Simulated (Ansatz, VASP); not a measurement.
**FeAu: VASP beside Ansatz**

```
Au Fe
1.0
     1.41175    0.81507    4.46945
    -1.41175    0.81507    4.46945
     0.00000   -1.63015    4.46945
Au Fe
1 1
Cartesian
  0.0000 0.0000 0.0000
  0.0000 0.0000 6.7042
```

Alike in both runs: task single point; functional PBE; k mesh 11 × 11 × 11; occupations fermi-dirac, width 0.05 eV; no spin polarisation.

|  | VASP | Ansatz |
| --- | --- | --- |
| version | VASP 6.6.1 | Ansatz 0.2.0 |
| potentials or method | VASP PAW PBE potentials, release 64 (Au, Fe) | Ansatz PAW |
| plane-wave cutoff (eV) | 520 | 420 |
| valence electrons in the cell | 19 | 35 |

Ansatz gave:

```
gap on the k mesh at the Fermi level (eV)                     : none
pressure (GPa)                                                : -11.2
traceless stress, the component that is largest in VASP (GPa) : -0.21
```

**Question.** Which values does VASP return?

**Answer.** gap on the k mesh at the Fermi level (eV): none; pressure (GPa): -11.4; traceless stress, the component that is largest in VASP (GPa): -0.20.

A gap of «none» marks a metal or a gap that the smearing closes. VASP's potentials hold 19 valence electrons a cell and Ansatz's 35, so a difference there can come from the potentials and not from the codes.

Spin-orbit coupling is off throughout.
